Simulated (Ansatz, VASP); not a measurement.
## KGe4O7: VASP beside Ansatz

```
CELL_PARAMETERS angstrom
2.83554 -7.13296 0.00000
2.83554 7.13296 0.00000
0.00000 0.00000 9.01787
ATOMIC_POSITIONS crystal
K 0.00000 0.00000 0.50000
Ge 0.50000 0.50000 0.79022
Ge 0.50000 0.50000 0.20978
Ge 0.32330 0.67670 0.50000
Ge 0.67670 0.32330 0.50000
O 0.50000 0.50000 0.00000
O 0.39725 0.60275 0.66001
O 0.60275 0.39725 0.66001
O 0.39725 0.60275 0.33999
O 0.60275 0.39725 0.33999
O 0.50000 0.00000 0.50000
O 0.00000 0.50000 0.50000
```

Alike in both runs: functional PBE; k mesh 4 × 4 × 2; occupations gaussian, width 0.1 eV; no spin polarisation.

Ansatz relaxed the structure, and its values are those at the end. VASP's run is a single point on that final structure, the one shown.

```csv
,VASP,Ansatz
version,VASP 6.6.1,Ansatz 0.2.0
potentials or method,"VASP PAW PBE potentials, release 64 (K_sv, Ge_d, O), cutoff 520 eV","scalar-relativistic, plane waves, PAW"
valence electrons in the cell,107,107
```

Ansatz gave:

| Property | Result |
| --- | --- |
| gap on the k mesh at the Fermi level (eV) | none |
| pressure (GPa) | 0.0 |
| rms of the force components (eV/Å) | 0.008 |

Estimate VASP's values.

gap on the k mesh at the Fermi level (eV): none; pressure (GPa): -0.1; rms of the force components (eV/Å): 0.007.

A gap of «none» marks a metal or a gap that the smearing closes. With one functional, cell and mesh, what is left measures potentials, basis and numerics.
